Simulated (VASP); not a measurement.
# RbBr (P4/mmm) in VASP: further runs

The runs below take RbBr through single point, with PBE.

Everything below comes from runs of VASP 6.6.1. Logs are shortened: lines on timing, memory, paths and dates and some standing lists are left out, and cuts for length are marked.

### 1 The cell of the first run

The structure is tetragonal, space group P4/mmm (No. 123). Conventional cell: a = 4.183 Å, b = 4.183 Å, c = 4.015 Å, α = 90.00°, β = 90.00°, γ = 90.00°. Within 4.7 Å of Rb (site symmetry 4/mmm) lie 8 Br at 3.57 Å and 6 Rb at 4.02 to 4.18 Å. Within 4.7 Å of Br (site symmetry 4/mmm) lie 8 Rb at 3.57 Å and 6 Br at 4.02 to 4.18 Å.

### 2 Single point, PBE

Input file INCAR:

```
PREC = Accurate
ENCUT = 520
EDIFF = 1E-6
ISMEAR = 0
SIGMA = 0.05
LREAL = F
LASPH = T
NELM = 80
ALGO = Normal
ISIF = 2
LWAVE = F
LCHARG = T
GGA = PE
LELF = T
LVHAR = T
NBANDS = 15
```

Input file KPOINTS:

```
regular mesh
0
Gamma
  6 6 6
```

Input file POSCAR:

```
RbBr
1.0
    4.1826059313      0.0000000000      0.0000000000
    0.0000000000      4.1826059313      0.0000000000
    0.0000000000      0.0000000000      4.0153016941
Rb Br
1 1
Direct
    0.0000000000      0.0000000000      0.0000000000
    0.5000000000      0.5000000000      0.5000000000
```

Potentials or basis: VASP PAW PBE potentials, release 64 (Rb_sv, Br).

The run is started by

```console
> cat potpaw_PBE.64/Rb_sv/POTCAR potpaw_PBE.64/Br/POTCAR > POTCAR
> mpirun -np 1 vasp_std > vasp.out
```

OUTCAR:

```text
PREC = Accurate
   ENCUT = 520
   EDIFF = 1E-6
   ISMEAR = 0
   LREAL = F
   LASPH = T
   NELM = 80
   ISIF = 2
   GGA = PE

 ion  position               nearest neighbor table
   1  0.000  0.000  0.000-   2 3.57   2 3.57   2 3.57   2 3.57   2 3.57   2 3.57   2 3.57   2 3.57

   2  0.500  0.500  0.500-   1 3.57   1 3.57   1 3.57   1 3.57   1 3.57   1 3.57   1 3.57   1 3.57

  LATTYP: Found a simple tetragonal cell.
 ALAT       =     4.1826059313
 C/A-ratio  =     0.9600000000

  Lattice vectors:

 A1 = (   4.1826059313,   0.0000000000,   0.0000000000)
 A2 = (   0.0000000000,   4.1826059313,   0.0000000000)
 A3 = (   0.0000000000,   0.0000000000,   4.0153016941)

Analysis of symmetry for initial positions (statically):
=====================================================================
 Subroutine PRICEL returns:
 Original cell was already a primitive cell.

 Routine SETGRP: Setting up the symmetry group for a
 simple tetragonal supercell.

 Subroutine GETGRP returns: Found 16 space group operations
 (whereof 16 operations were pure point group operations)
 out of a pool of 16 trial point group operations.

The static configuration has the point symmetry D_4h.

Analysis of symmetry for dynamics (positions and initial velocities):
=====================================================================
 Subroutine PRICEL returns:
 Original cell was already a primitive cell.

 Routine SETGRP: Setting up the symmetry group for a
 simple tetragonal supercell.

 Subroutine GETGRP returns: Found 16 space group operations
 (whereof 16 operations were pure point group operations)
 out of a pool of 16 trial point group operations.

The dynamic configuration has the point symmetry D_4h.

 Subroutine INISYM returns: Found 16 space group operations
 (whereof 16 operations are pure point group operations),
 and found     1 'primitive' translations

----------------------------------------------------------------------------------------

                                     Primitive cell

  volume of cell :      70.2445

  direct lattice vectors                    reciprocal lattice vectors
     4.182605931  0.000000000  0.000000000     0.239085397  0.000000000  0.000000000
     0.000000000  4.182605931  0.000000000     0.000000000  0.239085397  0.000000000
     0.000000000  0.000000000  4.015301694     0.000000000  0.000000000  0.249047289

  length of vectors
     4.182605931  4.182605931  4.015301694     0.239085397  0.239085397  0.249047289

  position of ions in fractional coordinates (direct lattice)
     0.000000000  0.000000000  0.000000000
     0.500000000  0.500000000  0.500000000

  ion indices of the primitive-cell ions
   primitive index   ion index
                 1           1
                 2           2

----------------------------------------------------------------------------------------

 KPOINTS: regular mesh

Automatic generation of k-mesh.
 Grid dimensions read from file:
 generate k-points for:    6    6    6

 Generating k-lattice:

  Cartesian coordinates                     Fractional coordinates (reciprocal lattice)
     0.039847566  0.000000000  0.000000000     0.166666667  0.000000000  0.000000000
     0.000000000  0.039847566  0.000000000     0.000000000  0.166666667  0.000000000
     0.000000000  0.000000000  0.041507881     0.000000000  0.000000000  0.166666667

  Length of vectors
     0.039847566  0.039847566  0.041507881

  Shift w.r.t. Gamma in fractional coordinates (k-lattice)
     0.000000000  0.000000000  0.000000000

 Subroutine IBZKPT returns following result:
 ===========================================

 Found     40 irreducible k-points:

 Following reciprocal coordinates:
            Coordinates               Weight
  0.000000  0.000000  0.000000      1.000000
  0.166667  0.000000  0.000000      4.000000
  0.333333  0.000000  0.000000      4.000000
  0.500000  0.000000  0.000000      2.000000
  0.166667  0.166667  0.000000      4.000000
  0.333333  0.166667  0.000000      8.000000
[... 16 lines left out ...]
  0.333333  0.000000  0.333333      8.000000
  0.500000  0.000000  0.333333      4.000000
 [... further k-points ...]
   k-points           NKPTS =     40   k-points in BZ     NKDIM =     40   number of bands    NBANDS=     15
   number of dos      NEDOS =    301   number of ions     NIONS =      2
   total plane-waves  NPLWV =  30720
   dimension x,y,z NGX =    32 NGY =   32 NGZ =   30
   dimension x,y,z NGXF=    64 NGYF=   64 NGZF=   60
   ions per type =               1   1
   NGX,Y,Z   is equivalent  to a cutoff of  12.72, 12.72, 12.42 a.u.
   NGXF,Y,Z  is equivalent  to a cutoff of  25.44, 25.44, 24.84 a.u.
 SYSTEM =  unknown system
   PREC   = accura    normal or accurate (medium, high low for compatibility)
   ISTART =      0    job   : 0-new  1-cont  2-samecut
   ICHARG =      2    charge: 1-file 2-atom 10-const
   ISPIN  =      1    spin polarized calculation?
   LNONCOLLINEAR =      F non collinear calculations
   LSORBIT =      F    spin-orbit coupling
   LASPH  =      T    aspherical Exc in radial PAW
   ENCUT  =  520.0 eV  38.22 Ry    6.18 a.u.   7.78  7.78  7.47*2*pi/ulx,y,z
   NELM   =     80;   NELMIN=  2; NELMDL= -5     # of ELM steps
   EDIFF  = 0.1E-05   stopping-criterion for ELM
   LREAL  =      F    real-space projection
   EDIFFG = 0.1E-04   stopping-criterion for IOM
   NSW    =      0    number of steps for IOM
   IBRION =     -1    ionic relax: 0-MD 1-quasi-New 2-CG
   NFREE  =      0    steps in history (QN), initial steepest desc. (CG)
   ISIF   =      2    stress and relaxation
   ISYM   =      2    0-nonsym 1-usesym 2-fastsym
   POTIM  = 0.5000    time-step for ionic-motion
   TEBEG  =    0.0;   TEEND  =   0.0 temperature during run
   PSTRESS=    0.0 pullay stress
   NELECT =      16.0000    total number of electrons
   NUPDOWN=      -1.0000    fix difference up-down
   EMIN   =  10.00;   EMAX   =-10.00  energy-range for DOS
   EFERMI =   0.00;   METHOD = LEGACY
   ISMEAR =     0;   SIGMA  =   0.05  broadening in eV -4-tet -1-fermi 0-gaus
   EFERMI_NEDOS =   21; number of points for ismear=-14 and -15
   IALGO  =     38    algorithm
   IMIX   =      4    mixing-type and parameters
     AMIX     =   0.40;   BMIX     =  1.00
     AMIX_MAG =   1.60;   BMIX_MAG =  1.00
  volume/ion in A,a.u.               =      35.12       237.02
  Fermi-wavevector in a.u.,A,eV,Ry     =   0.999795  1.889338 13.600238  0.999589
  Thomas-Fermi vector in A             =   2.132108
   LORBIT       =      0    0 simple, 1 ext, 2 COOP (PROOUT), +10 PAW based schemes
   GGA     = PE    functional components
   LHFCALC =     F    Hartree Fock is set to
   AEXX    =    0.0000 exact exchange contribution
   IVDW    =     0    specifies the selected vdW correction
   LEPSILON=     F    determine dielectric tensor
   LRPA    =     F    only Hartree local field effects (RPA)
 non-spin polarized calculation
 Gauss-broadening in eV      SIGMA  =   0.05
  energy-cutoff  :      520.00
  volume of cell :       70.24
 maximum number of plane-waves:      1924
 NGX is ok and might be reduce to    32

 number of electron      16.0000001 magnetization

 Free energy of the ion-electron system (eV)
  ---------------------------------------------------
  ext. energy  EPLUGINS =         0.00000000
  ---------------------------------------------------
  free energy    TOTEN  =        -5.98845668 eV

  energy without entropy =       -5.98845668  energy(sigma->0) =       -5.98845668

 E-fermi :  -0.2726     XC(G=0):  -7.9292

 val. band max:       -0.5341165892   @ k =   0.5000   0.5000   0.0000
 cond. band min:       3.4033388007   @ k =   0.0000   0.0000   0.0000
 fundamental gap:      3.9374553899
 Fermi energy:        -0.2725654930

 k-point     1 :       0.0000    0.0000    0.0000
  band No.  band energies     occupation
      1     -25.7759      2.00000
      2     -13.2790      2.00000
      3      -9.7689      2.00000
      4      -9.7689      2.00000
      5      -9.7331      2.00000
      6      -0.8815      2.00000
      7      -0.8815      2.00000
      8      -0.6698      2.00000
      9       3.4033      0.00000
     10       4.8375      0.00000
     11       5.0048      0.00000
     12       9.0318      0.00000
     13       9.3899      0.00000
     14       9.3899      0.00000
     15      11.7193      0.00000

 k-point     2 :       0.1667    0.0000    0.0000
  band No.  band energies     occupation
      1     -25.7715      2.00000
      2     -13.2803      2.00000
      3      -9.7953      2.00000
      4      -9.7577      2.00000
      5      -9.7233      2.00000
      6      -1.3547      2.00000
      7      -0.9063      2.00000
      8      -0.6852      2.00000
      9       4.0530      0.00000
     10       5.1635      0.00000
     11       5.4412      0.00000
     12       8.9703      0.00000
     13       9.2832      0.00000
     14       9.5335      0.00000
     15      10.6206      0.00000

 k-point     3 :       0.3333    0.0000    0.0000
  band No.  band energies     occupation
      1     -25.7627      2.00000
      2     -13.2846      2.00000
      3      -9.8409      2.00000
      4      -9.7351      2.00000
      5      -9.7036      2.00000
      6      -2.0767      2.00000
      7      -0.9574      2.00000
      8      -0.7173      2.00000
      9       5.3430      0.00000
     10       5.7533      0.00000
     11       6.5822      0.00000
     12       8.9667      0.00000
     13       9.0266      0.00000
     14       9.2283      0.00000
     15       9.8847      0.00000
[... 343 lines left out ...]
 k-point    23 :       0.3333    0.0000    0.3333
  band No.  band energies     occupation
      1     -25.7430      2.00000
      2     -13.1620      2.00000
      3     -10.0106      2.00000
      4      -9.9015      2.00000
      5      -9.6997      2.00000
      6      -1.7907      2.00000
      7      -1.5339      2.00000
      8      -0.8199      2.00000
      9       5.2967      0.00000
     10       5.8299      0.00000
     11       7.5399      0.00000
     12       8.1505      0.00000
     13       8.2068      0.00000
     14       8.6038      0.00000
     15      10.3706      0.00000

 k-point    24 :       0.5000    0.0000    0.3333
  band No.  band energies     occupation
      1     -25.7389      2.00000
      2     -13.1305      2.00000
      3     -10.0239      2.00000
      4      -9.9813      2.00000
      5      -9.6913      2.00000
      6      -1.8520      2.00000
      7      -1.5479      2.00000
      8      -0.7857      2.00000
      9       5.1259      0.00000
     10       5.7017      0.00000
     11       7.4684      0.00000
     12       7.6346      0.00000
     13       8.4919      0.00000
     14       9.7186      0.00000
     15      10.7286      0.00000

 [... further k-points ...]
[... 5 lines left out ...]
  --------------------------------------------------------------------------------------
  -------------------------------------------------------------------------------------
  Total        0.1841720      0.1841720      0.7242654      0.0000000      0.0000000      0.0000000
  in kB        4.2007044      4.2007044     16.5194755      0.0000000      0.0000000      0.0000000
  external PRESSURE =       8.3069614 kB  Pullay stress =       0.0000000 kB

 VOLUME and BASIS-vectors are now :
 -----------------------------------------------------------------------------
  energy-cutoff  :      520.00
  volume of cell :       70.24
      direct lattice vectors                 reciprocal lattice vectors
     4.182605931  0.000000000  0.000000000     0.239085397  0.000000000  0.000000000
     0.000000000  4.182605931  0.000000000     0.000000000  0.239085397  0.000000000
     0.000000000  0.000000000  4.015301694     0.000000000  0.000000000  0.249047289

 POSITION                                       TOTAL-FORCE (eV/Angst)
 -----------------------------------------------------------------------------------
      0.00000      0.00000      0.00000         0.000000      0.000000      0.000000
      2.09130      2.09130      2.00765         0.000000      0.000000      0.000000
 -----------------------------------------------------------------------------------
    total drift:                                0.000000      0.000000     -0.000000

  FREE ENERGIE OF THE ION-ELECTRON SYSTEM (eV)
  ---------------------------------------------------
  free  energy   TOTEN  =        -5.9884566782 eV

  energy  without entropy=       -5.9884566782  energy(sigma->0) =       -5.98845668
```

Wall time 14 s (1 thread of Intel Xeon Platinum 8488C (Sapphire Rapids), shared host); peak memory 0.19 GiB.

Results:

```yaml
Free_energy: -5.9885 eV
Pressure: 0.8 GPa
Band_gap_on_the_k_mesh: 3.94 eV, indirect (least direct gap 4.07 eV)
```

Levels at points of the mesh, in eV from the valence-band top:
| k point | band 6 | band 7 | band 8 | band 9 | band 10 | band 11 |
| --- | --- | --- | --- | --- | --- | --- |
| (0.00, 0.00, 0.00) | -0.35 | -0.35 | -0.14 | 3.94 | 5.37 | 5.54 |
| (0.50, 0.00, 0.00) | -1.84 | -0.45 | -0.20 | 6.69 | 6.94 | 7.45 |
| (0.50, 0.50, 0.00) | -1.17 | -1.17 | 0.00 | 5.11 | 6.29 | 8.11 |
| (0.00, 0.00, 0.50) | -1.86 | -0.40 | -0.40 | 6.82 | 7.00 | 7.66 |
| (0.50, 0.00, 0.50) | -1.23 | -1.13 | -0.18 | 5.22 | 5.99 | 7.64 |
| (0.50, 0.50, 0.50) | -1.51 | -1.44 | -1.44 | 8.05 | 8.05 | 8.22 |

 A k mesh can miss the band edges.

### 3 Single point, PBE

This run uses another cell than the first one, of the same volume but with other edges.

Input file INCAR:

```
SYSTEM = RbBr
  PREC = Accurate
  ENCUT = 520
  EDIFF = 1E-6
  ISMEAR = 0
  SIGMA = 0.05
  LREAL = .FALSE.
  LASPH = .TRUE.
  NELM = 60
  ALGO = Normal
  ISIF = 2
  LWAVE = .FALSE.
  LCHARG = .FALSE.
  GGA = PE
  NBANDS = 15
```

Input file KPOINTS:

```
Automatic mesh
0
G
  6 6 6
  0 0 0
```

Input file POSCAR:

```
RbBr
1.0
    4.0595160267      0.0000000000      0.0000000000
    0.0000000000      4.0595160267      0.0000000000
    0.0000000000      0.0000000000      4.2624918281
Rb Br
1 1
Direct
    0.0000000000      0.0000000000      0.0000000000
    0.5000000000      0.5000000000      0.5000000000
```

Potentials or basis: VASP PAW PBE potentials, release 64 (Rb_sv, Br).

The run is started by

```console
> cat potpaw_PBE.64/Rb_sv/POTCAR potpaw_PBE.64/Br/POTCAR > POTCAR
> mpirun -np 1 vasp_std > vasp.out
```

Run time: 16 s. Hardware: 1 thread of Intel Xeon Platinum 8488C (Sapphire Rapids), shared host; peak memory 0.19 GiB.

The run converged. Its results:

* Free energy: -5.9854 eV
* Pressure: 0.8 GPa
* Band gap on the k mesh: 3.98 eV, indirect (least direct gap 4.12 eV)

Stress tensor (GPa, compression positive):
```
 1.31  0.00  0.00
 0.00  1.31  0.00
 0.00  0.00 -0.14
```

Levels at points of the mesh, in eV from the valence-band top:
```tsv
k point	band 6	band 7	band 8	band 9	band 10	band 11
(0.00, 0.00, 0.00)	-0.39	-0.15	-0.15	3.98	5.43	5.58
(0.50, 0.00, 0.00)	-1.81	-0.47	-0.19	6.80	7.02	7.70
(0.50, 0.50, 0.00)	-1.14	-1.14	-0.21	5.32	5.89	7.58
(0.00, 0.00, 0.50)	-1.79	-0.24	-0.24	6.71	6.99	7.33
(0.50, 0.00, 0.50)	-1.18	-1.07	0.00	5.18	6.25	7.96
(0.50, 0.50, 0.50)	-1.44	-1.44	-1.36	8.03	8.21	8.21
```

 A k mesh can miss the band edges.
